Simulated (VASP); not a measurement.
# NiO: single point with PBEsol+U

The system is NiO.

```xyz
2
Lattice="0.0000 2.1002 2.1002 2.1002 0.0000 2.1002 2.1002 2.1002 0.0000" Properties=species:S:1:pos:R:3 pbc="T T T"
Ni    0.0000    0.0000    0.0000
O     2.1002    2.1002    2.1002
```

```
Program             : VASP 6.6.1
Task                : single point
Functional          : PBEsol
Potentials or basis : VASP PAW PBE potentials, release 64 (Ni, O)
Cutoff              : 600 eV
k mesh              : 9 × 9 × 9
Occupations         : fermi-dirac, width 0.02 eV
Spin                : collinear spin, ferromagnetic start
Starting moments    : [2.0, 0.0] μB
Hubbard terms       : Ni d U = 6.2 eV
```

| Property | Result |
| --- | --- |
| Pressure | -10.6 GPa |
| Band gap on the k mesh | 2.37 eV (least direct gap 3.01 eV) |
| Net moment | 2.00 μB per cell |
| Site moments | Ni +1.81; O +0.18 μB |
| Valence electrons inside the program's atomic spheres | Ni 8.98; O 4.99 |

Levels at points of the mesh, in eV from the valence-band top:
Spin up:
| k point | band 6 | band 7 | band 8 | band 9 | band 10 | band 11 | band 12 | band 13 |
| --- | --- | --- | --- | --- | --- | --- | --- | --- |
| (0.00, 0.00, 0.00) | -4.92 | -1.37 | -1.37 | -1.37 | 2.58 | 17.69 | 17.69 | 17.69 |
Spin down:
```
           k point  band 3  band 4  band 5  band 6  band 7  band 8  band 9  band 10  band 11  band 12
(0.00, 0.00, 0.00)   -3.83   -3.83   -1.00   -1.00   -1.00    2.37    2.37     2.94    17.99    17.99
```

Eigenvalues of the final occupation matrices:
```tsv
site	spin	trace	eigenvalues
site 1 d	1	5.02	0.98 0.98 0.98 1.04 1.04
site 1 d	2	3.23	0.14 0.14 0.98 0.98 0.98
```

Run time: 16 s on 1 thread of Intel(R) Xeon(R) Platinum 8559C (Emerald Rapids), on a shared host, peak memory 0.15 GiB.

Caveat: the cell stands under tension; the PAW data sets were made with another functional, which shifts forces and pressure a little; an odd mesh through Γ misses points on the zone boundary, where band edges can lie; a cell with one magnetic atom can't hold antiferromagnetic order, which such compounds often take.
